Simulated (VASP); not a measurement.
The system is ZnBH6.

```
Zn B H
1.0
     0.00000    3.70472    3.70472
     3.70472    0.00000    3.70472
     3.70472    3.70472    0.00000
Zn B H
1 1 6
Direct
  0.00000 0.00000 0.00000
  0.50000 0.50000 0.50000
  0.75000 0.25000 0.25000
  0.25000 0.75000 0.75000
  0.25000 0.75000 0.25000
  0.75000 0.25000 0.75000
  0.25000 0.25000 0.75000
  0.75000 0.75000 0.25000
```

| Item | Value |
| --- | --- |
| Program | VASP 6.6.1 |
| Task | relaxation of cell and atoms |
| Functional | PBE |
| Potentials or basis | VASP PAW PBE potentials, release 64 (Zn, B, H) |
| Cutoff | 600 eV |
| k mesh | 4 × 4 × 4 |
| Occupations | gaussian, width 0.1 eV |
| Spin | no spin polarisation |

At the start: pressure -14.5 GPa; volume 12.71 Å³/atom.

Question: Where does the relaxation end?

Answer: Over 12 steps the energy falls by 536.1 meV/atom and the volume is 7.68 Å³/atom (-39.6 %); space group Fm-3m (No. 225, to 0.1 Å) before and after.

The path:
```csv
step,energy change (eV),largest force (eV/Å),pressure (GPa),volume (Å³)
1,0.0000,1.1630,-14.54,101.69
2,-1.8708,1.4182,-14.10,85.65
3,-3.3248,0.7645,27.42,47.78
4,-3.8891,1.2033,-5.18,64.25
5,-4.1199,0.8444,1.58,58.68
6,-4.1295,0.7034,3.92,57.09
7,-4.2404,0.1714,4.62,57.92
8,-4.2423,0.0706,4.43,57.82
9,-4.2845,0.0179,1.13,60.29
10,-4.2883,0.0519,0.02,61.26
11,-4.2883,0.0544,-0.07,61.33
12,-4.2889,0.0022,0.02,61.45
```

Final structure:
```yaml
crystal:
  lattice:
    - [0.00000, 3.13206, 3.13206]
    - [3.13206, 0.00000, 3.13206]
    - [3.13206, 3.13206, 0.00000]
  atoms:
    - { symbol: Zn, position: [0.00000, 0.00000, 0.00000] }
    - { symbol: B, position: [0.50000, 0.50000, 0.50000] }
    - { symbol: H, position: [0.71804, 0.28196, 0.28196] }
    - { symbol: H, position: [0.28196, 0.71804, 0.71804] }
    - { symbol: H, position: [0.28196, 0.71804, 0.28196] }
    - { symbol: H, position: [0.71804, 0.28196, 0.71804] }
    - { symbol: H, position: [0.28196, 0.28196, 0.71804] }
    - { symbol: H, position: [0.71804, 0.71804, 0.28196] }
```

Caveat: the k points lie up to 0.43 Å⁻¹ apart in the final cell, too coarse for converged energies and pressures of a metal; the volume moved by over 15 % at a fixed basis, so the end points are rough.
